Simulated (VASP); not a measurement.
A run of VASP 6.6.1 is set up as follows.

File INCAR:

```
ALGO = Normal
EDIFF = 1E-7
ENCUT = 520
GGA = PS
ISIF = 2
ISMEAR = 0
LASPH = True
LCHARG = False
LREAL = False
LWAVE = False
NBANDS = 26
NELM = 60
PREC = Accurate
SIGMA = 0.03
```

KPOINTS

```
k-points
0
Gamma
  12 12 6
```

POSCAR

```
SiGe
1.0
    3.8654920470      0.0000000000      0.0000000000
   -1.9327460235      3.3476143109      0.0000000000
    0.0000000000      0.0000000000      6.3853843130
Si Ge
2 2
Direct
    0.6666666667      0.3333333333      0.8745463082
    0.3333333333      0.6666666667      0.3745463082
    0.6666666667      0.3333333333      0.4849323488
    0.3333333333      0.6666666667     -0.0150676512
```

Potentials or basis: VASP PAW PBE potentials, release 64 (Si, Ge_d).

Run with:

```bash
$ cat potpaw_PBE.64/Si/POTCAR potpaw_PBE.64/Ge_d/POTCAR > POTCAR
$ mpirun -np 1 vasp_std > vasp.out
```

Q: What does it give for the largest force?

A: 1.090 eV/Å.

Q: Predict the band gap on the k mesh.

A: Zero (bands 18 and 19 overlap by 0.05 eV).

Forces in eV/Å, atoms in the order of the input:
```
Si   0.000  0.000 -1.090
Si   0.000  0.000 -1.090
Ge   0.000  0.000  1.090
Ge   0.000  0.000  1.090
```

Caveat: the cell differs from its parent crystal (atoms shifted along a free coordinate); semilocal functionals underestimate gaps, and a narrow one can read as zero; the PAW data sets were made with another functional, which shifts forces and pressure a little.
